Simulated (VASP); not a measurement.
Runs of VASP 6.6.1 on Hf. The structure is that of space group Fd-3m (No. 227), or close to it. The cells are those of the table. 

```tsv
task	cell	k mesh	cutoff (eV)	gap on the mesh (eV)	pressure (GPa)
single point	a = 4.490 Å, angles 60.0°, 2 atoms	9 × 9 × 9	520	none	3.8
relaxation of cell and atoms	relaxed from a = 4.405 Å, angles 60.0°, 2 atoms	9 × 9 × 9	600	none	0.0
single point	a = 4.685 Å, angles 60.0°, 2 atoms	9 × 9 × 9	520	none	-0.2
single point	a = 4.685 Å, angles 60.0°, 2 atoms	14 × 14 × 14	520	none	(a)
single point	a = 4.807 Å, angles 60.0°, 2 atoms	9 × 9 × 9	520	none	-2.3
```

Alike in all rows: level revPBE; potentials or basis VASP PAW PBE potentials, release 64 (Hf_pv); no spin polarisation; smearing fermi-dirac 0.1 eV.

Problem. Estimate the missing entries.

Solution. (a) -0.3.

Caveats: the PAW data sets were made with another functional, which shifts forces and pressure a little; spin-orbit coupling is left out, which moves the levels of the heavy elements.

A k mesh can miss the band edges, and the runs leave out spin-orbit coupling on Hf.

A gap of «none» marks levels without a gap at the run's occupations.
